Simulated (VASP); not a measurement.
Wanted: the native input for a VASP 6.6.1 run.

```
Task                   : relaxation of cell and atoms
Functional             : BLYP
Dispersion             : D4
Potentials or basis    : VASP PAW PBE potentials, release 64 (Ni)
Cutoff                 : 600 eV
k mesh                 : 13 × 13 × 13
Occupations            : fermi-dirac, width 0.05 eV
Spin                   : collinear spin, ferromagnetic start
Starting moments       : [1.0] μB
Dipole correction      : no
Further INCAR settings : ALGO = Normal; EDIFF = 1e-06; IBRION = 2; EDIFFG = -0.01; NSW = 80; ISIF = 3
```

The structure of Ni lies in POSCAR:

```
Ni
1.0
    0.0000000000      1.7375729330      1.7375729330
    1.7375729330      0.0000000000      1.7375729330
    1.7375729330      1.7375729330      0.0000000000
Ni
1
Direct
    0.0000000000      0.0000000000      0.0000000000
```

These files were run (other wordings do the same):

INCAR

```
  AGGAC = 1.0
  AGGAX = 1.0
  ALDAC = 0.0
  ALDAX = 1.0
  ALGO = Normal
  EDIFF = 1E-6
  EDIFFG = -0.01
  ENCUT = 600
  GGA = B5
  IBRION = 2
  ISIF = 3
  ISMEAR = -1
  ISPIN = 2
  IVDW = 13
  LASPH = True
  LCHARG = False
  LMAXMIX = 4
  LORBIT = 11
  LREAL = False
  LWAVE = False
  MAGMOM = 1
  NELM = 150
  NSW = 80
  PREC = Accurate
  SIGMA = 0.05
  VDW_A1 = 0.44488865
  VDW_A2 = 4.0933009
  VDW_S6 = 1.0
  VDW_S8 = 2.34076671
```

KPOINTS

```
k-points
0
Gamma
  13 13 13
```

Potentials or basis: VASP PAW PBE potentials, release 64 (Ni).

Launch:

```bash
$ cat potpaw_PBE.64/Ni/POTCAR > POTCAR
$ mpirun -np 1 vasp_std > vasp.out
```

Results of the run:

```yaml
Relaxed_volume: 10.71 Å³/atom
Relaxed_cell: a = 2.474 Å, b = 2.474 Å, c = 2.474 Å, α = 60.00°, β = 60.00°, γ = 60.00°
Space_group_after_relaxing_to_0.1_Å: Fm-3m (No. 225)
Energy_gained_by_relaxing: 2.8 meV/atom
Ionic_steps: 3
Pressure_after_relaxing: 0.0 GPa
Net_moment: 0.61 μB per cell
Site_moments: Ni +0.62 μB
Valence_electrons_inside_the_program's_atomic_spheres: Ni 9.38
Dispersion_energy_per_atom: -0.897 eV
```

Caveat: the PAW data sets were made with another functional, which shifts forces and pressure a little.

Wall time 98 s on 1 thread of Intel Xeon 8259CL, on a shared host, peak memory 0.15 GiB.
